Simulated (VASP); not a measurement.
Set up this calculation in VASP 6.6.1, as the native input.

```yaml
Task: relaxation of cell and atoms
Functional: PBE
Potentials_or_basis: VASP PAW PBE potentials, release 64 (Ga_d, P, As)
Cutoff: 600 eV
k_mesh: 6 × 6 × 1
Occupations: gaussian, width 0.1 eV
Spin: no spin polarisation
Dipole_correction: no
Further_INCAR_settings: ALGO = Normal; EDIFF = 1e-06; IBRION = 2; EDIFFG = -0.025; NSW = 80; ISIF = 3
```

The structure of Ga3AsP2 lies in POSCAR:

```
Ga3AsP2
1.0
    3.9619458457     -0.0340832724     -0.0024518866
   -2.0104899026      3.4611846131      0.0171056259
   -0.0121289307      0.0907054374     19.8223972249
Ga P As
6 4 2
Direct
    0.3249284364      0.6642414563      0.3258048534
    0.3394720824      0.6756779018      0.6661800054
    0.3272407351      0.6479841412      0.0016218601
    0.6844750842      0.3336179663      0.1683337206
    0.6842279972      0.3494026163      0.5013839653
    0.6603107649      0.3413194952      0.8323997189
    0.3207393462      0.6378924235      0.1217069252
    0.3202540590      0.6688884753      0.7922318932
    0.6621701960      0.3296150690      0.2872585598
    0.6914838838      0.3550541660      0.6281256825
    0.3291562482      0.6616266960      0.4586194761
    0.6555411667      0.3346795933      0.9643333396
```

The input as run:

INCAR

```
PREC     = Accurate       # precision mode
ENCUT    = 600            # plane-wave cutoff, eV
EDIFF    = 1E-6           # SCF threshold, eV
ISMEAR   = 0              # smearing method
SIGMA    = 0.1            # smearing width, eV
LREAL    = F              # projectors in reciprocal space
LASPH    = T              # aspherical terms in the spheres
NELM     = 100            # most SCF steps
ALGO     = Normal         # electronic algorithm
ISIF     = 3              # what is computed and relaxed
LWAVE    = F              # write WAVECAR
LCHARG   = F              # write CHGCAR
GGA      = PE             # functional
IBRION   = 2              # ionic algorithm
NSW      = 80             # ionic steps
EDIFFG   = -0.025         # ionic threshold
KPAR     = 4
```

KPOINTS

```
Automatic mesh
0
Gamma
  6 6 1
```

Potentials or basis: VASP PAW PBE potentials, release 64 (Ga_d, P, As).

The run is started by

```sh
$ cat potpaw_PBE.64/Ga_d/POTCAR potpaw_PBE.64/P/POTCAR potpaw_PBE.64/As/POTCAR > POTCAR
$ mpirun -np 4 vasp_std > vasp.out
```

It gave:

```
Relaxed volume                        : 21.79 Å³/atom
Relaxed cell                          : a = 3.939 Å, b = 3.938 Å, c = 19.470 Å, α = 90.00°, β = 90.01°, γ = 120.01°
Space group after relaxing (to 0.1 Å) : P6_3mc (No. 186)
Energy gained by relaxing             : 39.9 meV/atom
Ionic steps                           : 20
Pressure after relaxing               : 0.0 GPa
Largest force after relaxing          : 0.024 eV/Å
Band gap on the k mesh                : 0.87 eV
```

Caveat: an odd mesh through Γ misses points on the zone boundary, where band edges can lie.

Wall time 35 min on 4 MPI ranks on Oxide Virtual Turin-like Processor, with other jobs on the host, peak memory 0.67 GiB a rank.
